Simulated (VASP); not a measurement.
# Zr (Fd-3m) in VASP: further runs

The runs below take Zr through single point, with PBE.

All numbers are computed with VASP 6.6.1; they aren't measurements. Logs are shortened: lines on timing, memory, paths and dates and some standing lists are left out, and cuts for length are marked.

## Step 1: The cell of the first run

Symmetry: Fd-3m, No. 227, cubic system. The conventional cell has a = 6.289 Å, b = 6.289 Å, c = 6.289 Å, α = 90.00°, β = 90.00°, γ = 90.00°. Zr (site symmetry -43m) has 4 Zr at 2.72 Å within 3.6 Å.

## Step 2: Single point, PBE

INCAR reads:

```
SYSTEM = Zr
PREC = Accurate ; ENCUT = 520
EDIFF = 1E-6 ; ISMEAR = -1
SIGMA = 0.1 ; LREAL = .False.
LASPH = .True. ; NELM = 80
ALGO = Normal ; ISIF = 2
LWAVE = .False. ; LCHARG = .False.
GGA = PE ; NBANDS = 19
```

KPOINTS reads:

```
Automatic mesh
0
Gamma
  9 9 9
  0 0 0
```

POSCAR reads:

```
Zr
1.0
    0.0000000000      3.1443159116      3.1443159116
    3.1443159116      0.0000000000      3.1443159116
    3.1443159116      3.1443159116      0.0000000000
Zr
2
Direct
    0.1250000000      0.1250000000      0.1250000000
    0.8750000000      0.8750000000      0.8750000000
```

Potentials or basis: VASP PAW PBE potentials, release 64 (Zr_sv).

On the command line:

```
$ cat potpaw_PBE.64/Zr_sv/POTCAR > POTCAR
$ mpirun -np 1 vasp_std > vasp.out
```

OUTCAR:

```text
SYSTEM = Zr
   PREC = Accurate
   ENCUT = 520
   EDIFF = 1E-6
   ISMEAR = -1
   LREAL = .False.
   LASPH = .True.
   NELM = 80
   ISIF = 2
   GGA = PE

 ion  position               nearest neighbor table
   1  0.125  0.125  0.125-   2 2.72   2 2.72   2 2.72   2 2.72
   2  0.875  0.875  0.875-   1 2.72   1 2.72   1 2.72   1 2.72

  LATTYP: Found a face centered cubic cell.
 ALAT       =     6.2886318232

  Lattice vectors:

 A1 = (   0.0000000000,   3.1443159116,   3.1443159116)
 A2 = (   3.1443159116,   0.0000000000,   3.1443159116)
 A3 = (   3.1443159116,   3.1443159116,   0.0000000000)

Analysis of symmetry for initial positions (statically):
=====================================================================
 Subroutine PRICEL returns:
 Original cell was already a primitive cell.

 Routine SETGRP: Setting up the symmetry group for a
 face centered cubic supercell.

 Subroutine GETGRP returns: Found 48 space group operations
 (whereof 12 operations were pure point group operations)
 out of a pool of 48 trial point group operations.

The static configuration has the point symmetry D_3d.
 The point group associated with its full space group is O_h .

Analysis of symmetry for dynamics (positions and initial velocities):
=====================================================================
 Subroutine PRICEL returns:
 Original cell was already a primitive cell.

 Routine SETGRP: Setting up the symmetry group for a
 face centered cubic supercell.

 Subroutine GETGRP returns: Found 48 space group operations
 (whereof 12 operations were pure point group operations)
 out of a pool of 48 trial point group operations.

The dynamic configuration has the point symmetry D_3d.
 The point group associated with its full space group is O_h .

 Subroutine INISYM returns: Found 48 space group operations
 (whereof 12 operations are pure point group operations),
 and found     1 'primitive' translations

----------------------------------------------------------------------------------------

                                     Primitive cell

  volume of cell :      62.1740

  direct lattice vectors                    reciprocal lattice vectors
     0.000000000  3.144315912  3.144315912    -0.159017101  0.159017101  0.159017101
     3.144315912  0.000000000  3.144315912     0.159017101 -0.159017101  0.159017101
     3.144315912  3.144315912  0.000000000     0.159017101  0.159017101 -0.159017101

  length of vectors
     4.446734207  4.446734207  4.446734207     0.275425698  0.275425698  0.275425698

  position of ions in fractional coordinates (direct lattice)
     0.125000000  0.125000000  0.125000000
     0.875000000  0.875000000  0.875000000

  ion indices of the primitive-cell ions
   primitive index   ion index
                 1           1
                 2           2

----------------------------------------------------------------------------------------

 KPOINTS: Automatic mesh

Automatic generation of k-mesh.
 Grid dimensions read from file:
 generate k-points for:    9    9    9

 Generating k-lattice:

  Cartesian coordinates                     Fractional coordinates (reciprocal lattice)
    -0.017668567  0.017668567  0.017668567     0.111111111  0.000000000  0.000000000
     0.017668567 -0.017668567  0.017668567     0.000000000  0.111111111  0.000000000
     0.017668567  0.017668567 -0.017668567     0.000000000  0.000000000  0.111111111

  Length of vectors
     0.030602855  0.030602855  0.030602855

  Shift w.r.t. Gamma in fractional coordinates (k-lattice)
     0.000000000  0.000000000  0.000000000

 Subroutine IBZKPT returns following result:
 ===========================================

 Found     35 irreducible k-points:

 Following reciprocal coordinates:
            Coordinates               Weight
  0.000000  0.000000  0.000000      1.000000
  0.111111  0.000000  0.000000      8.000000
  0.222222  0.000000  0.000000      8.000000
  0.333333  0.000000  0.000000      8.000000
  0.444444  0.000000  0.000000      8.000000
  0.111111  0.111111  0.000000      6.000000
[... 16 lines left out ...]
 -0.333333  0.333333  0.000000     12.000000
  0.444444  0.444444  0.000000      6.000000
 [... further k-points ...]
   k-points           NKPTS =     35   k-points in BZ     NKDIM =     35   number of bands    NBANDS=     19
   number of dos      NEDOS =    301   number of ions     NIONS =      2
   total plane-waves  NPLWV =  46656
   dimension x,y,z NGX =    36 NGY =   36 NGZ =   36
   dimension x,y,z NGXF=    72 NGYF=   72 NGZF=   72
   ions per type =               2
   NGX,Y,Z   is equivalent  to a cutoff of  13.46, 13.46, 13.46 a.u.
   NGXF,Y,Z  is equivalent  to a cutoff of  26.92, 26.92, 26.92 a.u.
 SYSTEM =  Zr
   PREC   = accura    normal or accurate (medium, high low for compatibility)
   ISTART =      0    job   : 0-new  1-cont  2-samecut
   ICHARG =      2    charge: 1-file 2-atom 10-const
   ISPIN  =      1    spin polarized calculation?
   LNONCOLLINEAR =      F non collinear calculations
   LSORBIT =      F    spin-orbit coupling
   LASPH  =      T    aspherical Exc in radial PAW
   ENCUT  =  520.0 eV  38.22 Ry    6.18 a.u.   8.27  8.27  8.27*2*pi/ulx,y,z
   NELM   =     80;   NELMIN=  2; NELMDL= -5     # of ELM steps
   EDIFF  = 0.1E-05   stopping-criterion for ELM
   LREAL  =      F    real-space projection
   EDIFFG = 0.1E-04   stopping-criterion for IOM
   NSW    =      0    number of steps for IOM
   IBRION =     -1    ionic relax: 0-MD 1-quasi-New 2-CG
   NFREE  =      0    steps in history (QN), initial steepest desc. (CG)
   ISIF   =      2    stress and relaxation
   ISYM   =      2    0-nonsym 1-usesym 2-fastsym
   POTIM  = 0.5000    time-step for ionic-motion
   TEBEG  =    0.0;   TEEND  =   0.0 temperature during run
   PSTRESS=    0.0 pullay stress
   NELECT =      24.0000    total number of electrons
   NUPDOWN=      -1.0000    fix difference up-down
   EMIN   =  10.00;   EMAX   =-10.00  energy-range for DOS
   EFERMI =   0.00;   METHOD = LEGACY
   ISMEAR =    -1;   SIGMA  =   0.10  broadening in eV -4-tet -1-fermi 0-gaus
   EFERMI_NEDOS =   21; number of points for ismear=-14 and -15
   IALGO  =     38    algorithm
   IMIX   =      4    mixing-type and parameters
     AMIX     =   0.40;   BMIX     =  1.00
     AMIX_MAG =   1.60;   BMIX_MAG =  1.00
  volume/ion in A,a.u.               =      31.09       209.79
  Fermi-wavevector in a.u.,A,eV,Ry     =   1.191999  2.252551 19.331982  1.420861
  Thomas-Fermi vector in A             =   2.328047
   LORBIT       =      0    0 simple, 1 ext, 2 COOP (PROOUT), +10 PAW based schemes
   GGA     = PE    functional components
   LHFCALC =     F    Hartree Fock is set to
   AEXX    =    0.0000 exact exchange contribution
   IVDW    =     0    specifies the selected vdW correction
   LEPSILON=     F    determine dielectric tensor
   LRPA    =     F    only Hartree local field effects (RPA)
 non-spin polarized calculation
  energy-cutoff  :      520.00
  volume of cell :       62.17
 maximum number of plane-waves:      1695
 NGX is ok and might be reduce to    36
   NGX = 17   NGY = 17   NGZ = 17

 number of electron      24.0000000 magnetization

 Free energy of the ion-electron system (eV)
  ---------------------------------------------------
  ext. energy  EPLUGINS =         0.00000000
  ---------------------------------------------------
  free energy    TOTEN  =       -12.31324090 eV

  energy without entropy =      -12.15554723  energy(sigma->0) =      -12.23439407

 E-fermi :   5.5444     XC(G=0):  -9.5092

 val. band max:        5.5312164810   @ k =  -0.4444   0.4444   0.0000
 cond. band min:       5.5445545712   @ k =   0.0000   0.0000   0.0000
 fundamental gap:      0.0133380903
 Fermi energy:         5.5443573559

 k-point     1 :       0.0000    0.0000    0.0000
  band No.  band energies     occupation
      1     -43.3498      2.00000
      2     -42.7939      2.00000
      3     -21.6876      2.00000
      4     -21.6876      2.00000
      5     -21.6876      2.00000
      6     -20.7180      2.00000
[... 11 lines left out ...]
     18      10.9663      0.00000
     19      10.9663      0.00000

 k-point     2 :       0.1111    0.0000    0.0000
  band No.  band energies     occupation
      1     -43.3377      2.00000
      2     -42.8068      2.00000
      3     -21.7025      2.00000
      4     -21.7025      2.00000
      5     -21.6872      2.00000
      6     -20.7189      2.00000
[... 11 lines left out ...]
     18      10.9245      0.00000
     19      10.9245      0.00000

 k-point     3 :       0.2222    0.0000    0.0000
  band No.  band energies     occupation
      1     -43.3042      2.00000
      2     -42.8425      2.00000
      3     -21.7382      2.00000
      4     -21.7382      2.00000
      5     -21.6872      2.00000
      6     -20.7199      2.00000
[... 11 lines left out ...]
     18      10.7820      0.00000
     19      10.7820      0.00000

 k-point     4 :       0.3333    0.0000    0.0000
  band No.  band energies     occupation
      1     -43.2582      2.00000
      2     -42.8908      2.00000
      3     -21.7758      2.00000
      4     -21.7758      2.00000
      5     -21.6887      2.00000
      6     -20.7192      2.00000
[... 11 lines left out ...]
     18      10.5001      0.00000
     19      10.5001      0.00000

 k-point     5 :       0.4444    0.0000    0.0000
  band No.  band energies     occupation
      1     -43.2203      2.00000
      2     -42.9303      2.00000
      3     -21.7990      2.00000
      4     -21.7990      2.00000
      5     -21.6906      2.00000
      6     -20.7176      2.00000
[... 11 lines left out ...]
     18      10.1392      0.00000
     19      10.1395      0.00000
[... 334 lines left out ...]
      2     -42.9836      2.00000
      3     -21.9028      2.00000
      4     -21.8894      2.00000
      5     -21.3806      2.00000
      6     -21.0390      2.00000
[... 11 lines left out ...]
     18       9.2332      0.00000
     19      10.8806      0.00000

 k-point    22 :      -0.4444    0.3333    0.0000
  band No.  band energies     occupation
      1     -43.1297      2.00000
      2     -43.0232      2.00000
      3     -21.9343      2.00000
      4     -21.8862      2.00000
      5     -21.3434      2.00000
      6     -21.0691      2.00000
[... 11 lines left out ...]
     18      10.1909      0.00000
     19      10.2515      0.00000

 k-point    23 :      -0.3333    0.3333    0.0000
  band No.  band energies     occupation
      1     -43.1457      2.00000
      2     -43.0069      2.00000
      3     -21.9422      2.00000
      4     -21.8600      2.00000
      5     -21.4006      2.00000
      6     -21.0054      2.00000
[... 11 lines left out ...]
     18       9.4229      0.00000
     19      10.7709      0.00000

 k-point    24 :       0.4444    0.4444    0.0000
  band No.  band energies     occupation
      1     -43.1247      2.00000
      2     -43.0282      2.00000
      3     -21.9121      2.00000
      4     -21.9121      2.00000
      5     -21.2954      2.00000
      6     -21.1296      2.00000
[... 11 lines left out ...]
     18       9.4560      0.00000
     19      10.8896      0.00000

 [... further k-points ...]
[... 5 lines left out ...]
  --------------------------------------------------------------------------------------
  -------------------------------------------------------------------------------------
  Total        0.0309494      0.0309494      0.0309494     -0.0000000     -0.0000000     -0.0000000
  in kB        0.7975427      0.7975427      0.7975427     -0.0000000     -0.0000000     -0.0000000
  external PRESSURE =       0.7975427 kB  Pullay stress =       0.0000000 kB

 VOLUME and BASIS-vectors are now :
 -----------------------------------------------------------------------------
  energy-cutoff  :      520.00
  volume of cell :       62.17
      direct lattice vectors                 reciprocal lattice vectors
     0.000000000  3.144315912  3.144315912    -0.159017101  0.159017101  0.159017101
     3.144315912  0.000000000  3.144315912     0.159017101 -0.159017101  0.159017101
     3.144315912  3.144315912  0.000000000     0.159017101  0.159017101 -0.159017101

 POSITION                                       TOTAL-FORCE (eV/Angst)
 -----------------------------------------------------------------------------------
      0.78608      0.78608      0.78608        -0.000000      0.000000      0.000000
      5.50255      5.50255      5.50255         0.000000     -0.000000     -0.000000
 -----------------------------------------------------------------------------------
    total drift:                               -0.000000      0.000000      0.000000

  FREE ENERGIE OF THE ION-ELECTRON SYSTEM (eV)
  ---------------------------------------------------
  free  energy   TOTEN  =       -12.3132409006 eV

  energy  without entropy=      -12.1555472349  energy(sigma->0) =      -12.23439407
```

Wall time 60 s (1 thread of Intel Xeon 6975P-C, shared host); peak memory 0.21 GiB.

What came out:

```
Free energy            : -12.3132 eV
Pressure               : 0.1 GPa
Band gap on the k mesh : zero (band 12 reaches 5.62 eV, above the bottom of band 13 at 5.46 eV)
```

(Continued in part 2 of 2.)
